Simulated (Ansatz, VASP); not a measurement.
## BeS: VASP beside Ansatz

The input POSCAR:

```
BeS
1.0
    0.0000000000      2.3675153777      2.3675153777
    2.3675153777      0.0000000000      2.3675153777
    2.3675153777      2.3675153777      0.0000000000
Be S
1 1
Direct
    0.0000000000      0.0000000000      0.0000000000
    0.2500000000      0.2500000000      0.2500000000
```

Contents of INCAR.step1:

```
PREC     = Accurate       # precision mode
ENCUT    = 520            # plane-wave cutoff, eV
ISMEAR   = -1             # smearing method
SIGMA    = 0.05           # smearing width, eV
LREAL    = F              # projectors in reciprocal space
LASPH    = T              # aspherical terms in the spheres
NELM     = 80             # most SCF steps
NBANDS   = 11             # bands
GGA      = PE             # functional
ALGO     = Normal         # electronic algorithm
EDIFF    = 1E-4           # SCF threshold, eV
LWAVE    = T              # write WAVECAR
LCHARG   = F              # write CHGCAR
```

INCAR.step2

```
PREC     = Accurate       # precision mode
ENCUT    = 520            # plane-wave cutoff, eV
EDIFF    = 1E-7           # SCF threshold, eV
ISMEAR   = -1             # smearing method
SIGMA    = 0.05           # smearing width, eV
LREAL    = F              # projectors in reciprocal space
LASPH    = T              # aspherical terms in the spheres
NELM     = 80             # most SCF steps
ALGO     = Normal         # electronic algorithm
ISIF     = 2              # what is computed and relaxed
LWAVE    = F              # write WAVECAR
LCHARG   = T              # write CHGCAR
METAGGA  = R2SCAN         # meta-GGA
LMIXTAU  = T            
LELF     = T              # ELF
LVHAR    = T            
NBANDS   = 11             # bands
ISTART   = 1
```

File KPOINTS:

```
regular mesh
0
Gamma
  15 15 15
```

Input for Ansatz:

```yaml
crystal:
  lattice:
    - [0.0, 2.3675153777, 2.3675153777]
    - [2.3675153777, 0.0, 2.3675153777]
    - [2.3675153777, 2.3675153777, 0.0]
  atoms:
    - { symbol: Be, position: [0.0, 0.0, 0.0] }
    - { symbol: S, position: [0.25, 0.25, 0.25] }
kpoints:
  mp_grid: { grid: [15, 15, 15] }
scf:
  occupations: { method: fermi_dirac, width: 0.05 }
hamiltonian:
  xc: r2scan
  pseudopotentials: { kind: paw }
output:
  forces: true
  stress: true
  eigenvalues: true
  populations: true
```

Change from the starting cell: volume scaled by 0.92, PAW files.

Alike in both runs: task single point; functional r2SCAN; k mesh 15 × 15 × 15; occupations fermi-dirac, width 0.05 eV; no spin polarisation.

|  | VASP | Ansatz |
| --- | --- | --- |
| version | VASP 6.6.1 | Ansatz 0.2.0 |
| potentials or method | VASP PAW PBE potentials, release 64 (Be, S) | PAW with Ansatz's default frozen-core files, scalar-relativistic |
| plane-wave cutoff (eV) | 520 | 500 |
| valence electrons in the cell | 8 | 8 |

|  | VASP | Ansatz | Ansatz less VASP |
| --- | --- | --- | --- |
| gap on the k mesh at the Fermi level (eV) | 3.44 | 3.43 | -0.009 |
| pressure (GPa) | 9.8 | 9.5 | -0.29 |

VASP's potentials were made for PBE, not for r2SCAN.
